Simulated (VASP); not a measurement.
**TaN: single point with LDA**

The system is TaN.

```
CELL_PARAMETERS angstrom
0.00000 2.17900 2.17900
2.17900 0.00000 2.17900
2.17900 2.17900 0.00000
ATOMIC_POSITIONS crystal
Ta 0.50000 0.50000 0.50000
N 0.00000 0.00000 0.00000
```

- Program: VASP 6.6.1
- Task: single point
- Functional: LDA
- Potentials or basis: VASP PAW LDA potentials, release 64 (Ta_pv, N)
- Cutoff: 520 eV
- k mesh: 18 × 18 × 18
- Occupations: gaussian, width 0.15 eV
- Spin: no spin polarisation
- Dipole correction: no
- Further INCAR settings: ALGO = Normal; EDIFF = 1e-06; NBANDS = 15

```yaml
Pressure: -0.5 GPa
Band_gap_on_the_k_mesh: zero (band 8 reaches 11.68 eV, above the bottom of band 9 at 7.50 eV)
```

Levels at points of the mesh, in eV from the Fermi level:
```tsv
k point	band 6	band 7	band 8	band 9	band 10	band 11
(0.00, 0.00, 0.00)	-3.85	-3.85	-2.22	-2.22	-2.22	-0.01
(0.50, 0.00, 0.00)	-7.78	-7.78	1.96	1.96	2.07	4.03
(0.50, 0.50, 0.00)	-5.67	-4.64	-4.64	2.13	3.68	3.68
```

It took 20 s on 1 thread of Intel(R) Xeon(R) Platinum 8488C (Sapphire Rapids), with other jobs on the host, peak memory 0.18 GiB.

Caveat: spin-orbit coupling is left out, which moves the levels of the heavy elements.
